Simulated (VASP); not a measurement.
Wanted: the native input for a VASP 6.6.1 run.

| Item | Value |
| --- | --- |
| Task | single point |
| Functional | PBE |
| Potentials or basis | VASP PAW PBE potentials, release 64 (Sn_d, Te) |
| Cutoff | 520 eV |
| k mesh | 5 × 5 × 5 |
| Occupations | fermi-dirac, width 0.1 eV |
| Spin | no spin polarisation |
| Dipole correction | no |
| Further INCAR settings | ALGO = Normal; EDIFF = 1e-07; NBANDS = 32 |

The structure of Sn3Te lies in POSCAR:

```
Sn3Te
1.0
   -2.3009040000      2.3009040000      5.5164940000
    2.3009040000     -2.3009040000      5.5164940000
    2.3009040000      2.3009040000     -5.5164940000
Sn Te
3 1
Direct
    0.7500000000      0.2500000000      0.5000000000
    0.2500000000      0.7500000000      0.5000000000
    0.5000000000      0.5000000000      0.0000000000
    0.0000000000      0.0000000000      0.0000000000
```

One way to write it, as run:

INCAR

```
SYSTEM = Sn3Te
PREC = Accurate
ENCUT = 520
EDIFF = 1E-7
ISMEAR = -1
SIGMA = 0.1
LREAL = .False.
LASPH = .True.
NELM = 60
ALGO = Normal
ISIF = 2
LWAVE = .False.
LCHARG = .True.
GGA = PE
LELF = .True.
LVHAR = .True.
NBANDS = 32
```

KPOINTS

```
regular mesh
0
Gamma
  5 5 5
  0 0 0
```

Potentials or basis: VASP PAW PBE potentials, release 64 (Sn_d, Te).

Run with:

```sh
$ cat potpaw_PBE.64/Sn_d/POTCAR potpaw_PBE.64/Te/POTCAR > POTCAR
$ mpirun -np 1 vasp_std > vasp.out
```

It gave:

- Pressure: -0.6 GPa
- Band gap on the k mesh: zero (band 24 reaches 7.69 eV, above the bottom of band 25 at 7.15 eV)

Caveat: the k points lie up to 0.39 Å⁻¹ apart; spin-orbit coupling is left out, which moves the levels of the heavy elements.

Wall time 62 s on 1 thread of Intel(R) Xeon(R) Platinum 8488C (Sapphire Rapids) (shared host), peak memory 0.34 GiB.
